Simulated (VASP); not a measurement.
The system is V.

```
V
1.0
     2.41589    0.00000    0.00000
     0.00000    2.41589    0.00000
     0.00000    0.00000    2.41589
V
1
Direct
  0.00000 0.00000 0.00000
```

Base run:

- Program: VASP 6.6.1
- Functional: PBE
- Potentials or basis: VASP PAW PBE potentials, release 64 (V_sv)
- Cutoff: 520 eV
- k mesh: 15 × 15 × 15
- Occupations: fermi-dirac, width 0.0612256 eV
- Spin: no spin polarisation

Its results: pressure 6.8 GPa.

Problem. The run is repeated on the same cell with these changes: k mesh from 15 × 15 × 15 to 44 × 44 × 44. What comes out?

Solution. Pressure 6.3 GPa.
